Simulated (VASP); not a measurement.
## LiH: vibrations by perturbation theory with PBEsol

LiH:

```
Li H
1.0
     2.49134    0.00000    0.00000
     0.00000    2.49134    0.00000
     0.00000    0.00000    2.49134
Li H
1 1
Direct
  0.00000 0.00000 0.00000
  0.50000 0.50000 0.50000
```

```yaml
Program: VASP 6.6.1
Task: vibrations by perturbation theory
Functional: PBEsol
Potentials_or_basis: VASP PAW PBE potentials, release 64 (Li_sv, H)
Cutoff: 520 eV
k_mesh: 8 × 8 × 8
Occupations: gaussian, width 0.01 eV
Spin: no spin polarisation
Dipole_correction: no
Further_INCAR_settings: ALGO = Normal; EDIFF = 1e-08; IBRION = 8; NSW = 1
```

```json
{"Electronic dielectric tensor (diagonal)": "5.08", "Born charges (mean of the diagonal)": "Li +1.11; H -1.11 e", "Highest phonon frequency at Γ, LO-TO splitting left out": "277 cm⁻¹"}
```

Phonon frequencies in cm⁻¹ (negative: imaginary):
```
              q point           frequencies
(0.000, 0.000, 0.000)  -3 -3 -3 277 277 277
```

Electronic dielectric tensor:
```
5.08 0.00 0.00
0.00 5.08 0.00
0.00 0.00 5.08
```

Born effective charge tensors (e):
atom 1, Li
```
1.11 0.00 0.00
0.00 1.11 0.00
0.00 0.00 1.11
```
atom 2, H
```
-1.11  0.00  0.00
 0.00 -1.11  0.00
 0.00  0.00 -1.11
```

It took 110 s on 1 thread of AMD EPYC 7R43 64-Core Processor (Zen 3), with other jobs on the host, peak memory 0.1 GiB.
